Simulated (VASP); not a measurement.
Crystal: C.

```xyz
2
Lattice="2.1273 -1.2283 0.0000 2.1273 1.2283 0.0000 -1.3791 0.0000 3.5028" Properties=species:S:1:pos:R:3 pbc="T T T"
C     3.5455    0.0000    0.0003
C    -0.6699    0.0000    3.5025
```

Base run:

```yaml
Program: VASP 6.6.1
Functional: BLYP
Potentials_or_basis: VASP PAW PBE potentials, release 64 (C)
Cutoff: 520 eV
k_mesh: 13 × 13 × 8
Occupations: methfessel-paxton, width 0.05 eV
Spin: no spin polarisation
```

Its results: band gap on the k mesh 0.92 eV, indirect (least direct gap 0.93 eV); pressure 6.7 GPa.

Q: The run is repeated on the same cell with these changes: functional from BLYP to PBEsol. What comes out?

A: Band gap on the k mesh 0.92 eV, indirect (least direct gap 0.93 eV); pressure 1.5 GPa.

PBEsol binds more tightly than BLYP, so the same cell stands under less pressure.

Caveats: the PAW data sets were made with another functional, which shifts forces and pressure a little; this functional lacks dispersion, which binds the layers, so the pressure and a relaxed spacing across them are unreliable.

A k mesh can miss the band edges.
